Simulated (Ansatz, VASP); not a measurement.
**BeH in VASP and in Ansatz**

```
Be H
1.0
     2.67574    0.00000    0.00000
    -1.33787    2.31726    0.00000
     0.00000    0.00000    3.63223
Be H
2 2
Cartesian
  0.0000 1.5448 0.9081
  1.3379 0.7724 2.7242
  0.0000 0.0000 1.8161
  0.0000 0.0000 0.0000
```

Alike in both runs: functional PBE; k mesh 18 × 18 × 10; occupations gaussian, width 0.1 eV; no spin polarisation.

Ansatz relaxed the structure, and its values are those at the end. VASP's run is a single point on that final structure, the one shown.

|  | VASP | Ansatz |
| --- | --- | --- |
| version | VASP 6.6.1 | Ansatz 0.2.0 |
| potentials or method | VASP PAW PBE potentials, release 64 (Be, H), cutoff 520 eV | scalar-relativistic, plane waves, PAW |
| valence electrons in the cell | 6 | 6 |

```tsv
	VASP	Ansatz	Ansatz less VASP
gap on the k mesh at the Fermi level (eV)	none	none	-
pressure (GPa)	0.0	0.0	+0.05
```

A gap of «none» marks a metal or a gap that the smearing closes.
